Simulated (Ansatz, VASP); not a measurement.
This is a calculation of CuO for Ansatz 0.2.0.

Contents of input.yaml:

```yaml
crystal:
  lattice:
    - [2.3906352041, -1.7470046099, 0.0]
    - [2.3906352041, 1.7470046099, 0.0]
    - [-0.877432255, 0.0, 5.1586662202]
  atoms:
    - { symbol: Cu, position: [0.4968, 0.0032, 0.5] }
    - { symbol: Cu, position: [0.0032, 0.4968, 0.0] }
    - { symbol: O, position: [0.4056, 0.5714, 0.7537] }
    - { symbol: O, position: [0.5714, 0.4056, 0.2537] }
hamiltonian:
  xc: rpbe
  pseudopotentials: { kind: paw }
kpoints:
  mp_grid: { grid: [10, 10, 5] }
scf:
  occupations: { method: fermi_dirac, width: 0.05 }
output:
  forces: true
  stress: true
  eigenvalues: true
```

Potentials or basis: Ansatz PAW.

Run with:

```console
$ ansatz run input.yaml --threads 2 --pin off --max-ram 5632MiB --backend cpu --events-out ev --progress --plain --runs-dir out
```

Task: Set up the same calculation for VASP 6.6.1. Potentials there: VASP PAW PBE potentials, release 64 (Cu_sv_GW, O).

Result: As run (the cutoff follows the program's own potentials):

Contents of INCAR:

```
SYSTEM = CuO
ALGO     = Normal         ! electronic algorithm
EDIFF    = 1E-6           ! SCF threshold, eV
ENCUT    = 700            ! plane-wave cutoff, eV
GGA      = RP             ! functional
GGA_COMPAT= .FALSE.      
ISIF     = 2              ! what is computed and relaxed
ISMEAR   = -1             ! smearing method
LASPH    = .TRUE.         ! aspherical terms in the spheres
LCHARG   = .FALSE.        ! write CHGCAR
LREAL    = .FALSE.        ! projectors in reciprocal space
LWAVE    = .FALSE.        ! write WAVECAR
NBANDS   = 33             ! bands
NELM     = 120            ! most SCF steps
PREC     = Accurate       ! precision mode
SIGMA    = 0.05           ! smearing width, eV
```

KPOINTS

```
k-points
0
G
  10 10 5
  0 0 0
```

File POSCAR:

```
CuO
1.0
    2.3906352041     -1.7470046099      0.0000000000
    2.3906352041      1.7470046099      0.0000000000
   -0.8774322550      0.0000000000      5.1586662202
Cu O
2 2
Direct
    0.4968000000      0.0032000000      0.5000000000
    0.0032000000      0.4968000000      0.0000000000
    0.4056000000      0.5714000000      0.7537000000
    0.5714000000      0.4056000000      0.2537000000
```

Potentials or basis: VASP PAW PBE potentials, release 64 (Cu_sv_GW, O).

The run is started by

```console
$ cat potpaw_PBE.64/Cu_sv_GW/POTCAR potpaw_PBE.64/O/POTCAR > POTCAR
$ mpirun -np 1 vasp_std > vasp.out
```

Both were run:

|  | VASP | Ansatz | Ansatz less VASP |
| --- | --- | --- | --- |
| gap on the k mesh at the Fermi level (eV) | none | none | - |
| pressure (GPa) | -1.5 | 1.3 | +2.84 |
| traceless stress, the component that is largest in VASP (GPa) | 2.21 | 2.21 | 0.000 |
| rms of the force components (eV/Å) | 0.381 | 0.377 | -0.0036 |

VASP's potentials were made for PBE, not for RPBE. Atom by atom the forces differ by 0.005 eV/Å (rms over components). A gap of «none» marks a metal or a gap that the smearing closes.
